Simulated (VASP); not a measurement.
Wanted: the native input for a VASP 6.6.1 run.

```yaml
Task: electric field gradients
Functional: PBEsol
Potentials_or_basis: VASP PAW PBE potentials, release 64 (Ru_pv)
Cutoff: 520 eV
k_mesh: 14 × 14 × 8
Occupations: fermi-dirac, width 0.03 eV
Spin: no spin polarisation
Dipole_correction: no
Further_INCAR_settings: ALGO = Normal; EDIFF = 1e-08; NBANDS = 21
```

The structure of Ru lies in POSCAR:

```
Ru
1.0
    2.6246253542      0.0000000000      0.0000000000
   -1.3123126771      2.2729922322      0.0000000000
    0.0000000000      0.0000000000      4.2819000000
Ru
2
Direct
    0.3333333333      0.6666666667      0.2500000000
    0.6666666667      0.3333333333      0.7500000000
```

This cell differs from its parent crystal: equal xx and yy strain of -3 %.

The input as run:

INCAR

```
SYSTEM = Ru
PREC = Accurate
ENCUT = 520
EDIFF = 1E-8
ISMEAR = -1
SIGMA = 0.03
LREAL = .FALSE.
LASPH = .TRUE.
NELM = 60
ALGO = Normal
ISIF = 2
LWAVE = .FALSE.
LCHARG = .FALSE.
GGA = PS
LEFG = .TRUE.
NBANDS = 21
```

KPOINTS

```
Automatic mesh
0
G
  14 14 8
  0 0 0
```

Potentials or basis: VASP PAW PBE potentials, release 64 (Ru_pv).

Command:

```sh
$ cat potpaw_PBE.64/Ru_pv/POTCAR > POTCAR
$ mpirun -np 1 vasp_std > vasp.out
```

Results of the run:

| Item | Value |
| --- | --- |
| Pressure | 16.2 GPa |
| Band gap on the k mesh | zero (bands 14 and 15 overlap by 3.51 eV) |
| Largest electric field gradient by atom | Ru -2.3 V/Å² |

Caveat: the cell differs from its parent crystal (equal xx and yy strain of -3 %); the cell stands under pressure; without QUAD_EFG the Cq values of the log hold for a quadrupole moment of 1 mb, not for the nuclei; the PAW data sets were made with another functional, which shifts forces and pressure a little.

Wall time 76 s on 1 thread of AMD EPYC 7R13, with other jobs on the host, peak memory 0.14 GiB.
